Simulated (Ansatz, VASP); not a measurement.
**EuS: VASP beside Ansatz**

Contents of INCAR:

```
SYSTEM = EuS
PREC     = Accurate       ! precision mode
ENCUT    = 600            ! plane-wave cutoff, eV
EDIFF    = 1E-6           ! SCF threshold, eV
ISMEAR   = -1             ! smearing method
SIGMA    = 0.05           ! smearing width, eV
LREAL    = .FALSE.        ! projectors in reciprocal space
LASPH    = .TRUE.         ! aspherical terms in the spheres
NELM     = 200            ! most SCF steps
ALGO     = Normal         ! electronic algorithm
ISIF     = 2              ! what is computed and relaxed
LWAVE    = .FALSE.        ! write WAVECAR
LCHARG   = .FALSE.        ! write CHGCAR
ISPIN    = 2              ! spin polarisation
MAGMOM   = 7 0            ! initial moments
LORBIT   = 11             ! projections on sites
LMAXMIX  = 6              ! l up to which the mixer works
GGA      = B5             ! functional
ALDAX    = 1.0          
AGGAX    = 1.0          
AGGAC    = 1.0          
ALDAC    = 0.0          
NBANDS   = 22             ! bands
GGA_COMPAT= .FALSE.
```

Contents of KPOINTS:

```
regular mesh
0
G
  8 8 8
  0 0 0
```

Contents of POSCAR:

```
EuS
1.0
    0.0000000000      2.9176972248      2.9176972248
    2.9176972248      0.0000000000      2.9176972248
    2.9176972248      2.9176972248      0.0000000000
Eu S
1 1
Direct
    0.0000000000      0.0000000000      0.0000000000
    0.5000000000      0.5000000000      0.5000000000
```

Contents of input.yaml:

```yaml
crystal:
  lattice:
    - [0.0, 2.9176972248, 2.9176972248]
    - [2.9176972248, 0.0, 2.9176972248]
    - [2.9176972248, 2.9176972248, 0.0]
  atoms:
    - { symbol: Eu, position: [0.0, 0.0, 0.0], spin: 7.0 }
    - { symbol: S, position: [0.5, 0.5, 0.5] }
hamiltonian:
  xc: blyp
  pseudopotentials: { kind: paw }
magnetization:
  spin_polarized: true
kpoints:
  mp_grid: { grid: [8, 8, 8] }
scf:
  occupations: { method: fermi_dirac, width: 0.05 }
output:
  forces: true
  stress: true
  eigenvalues: true
```

Alike in both runs: task single point; functional BLYP; k mesh 8 × 8 × 8; occupations fermi-dirac, width 0.05 eV; collinear spin.

```csv
,VASP,Ansatz
version,VASP 6.6.1,Ansatz 0.2.0
potentials or method,"VASP PAW PBE potentials, release 64 (Eu, S)",Ansatz PAW
plane-wave cutoff (eV),600,420
valence electrons in the cell,23,23
```

Ansatz gave:

```
gap on the k mesh at the Fermi level (eV)                     : none
pressure (GPa)                                                : 4.1
net moment per atom (μB)                                      : 3.48
size of the moment on the site where the two differ most (μB) : 6.73
```

Task: What did VASP give for the same quantities?

Result: gap on the k mesh at the Fermi level (eV): none; pressure (GPa): 4.1; net moment per atom (μB): 3.48; size of the moment on the site where the two differ most (μB): 6.59.

VASP's potentials were made for PBE, not for BLYP. Site moments also hang on the region over which each program counts them. A gap of «none» marks a metal or a gap that the smearing closes.

Neither program's run includes spin-orbit coupling.
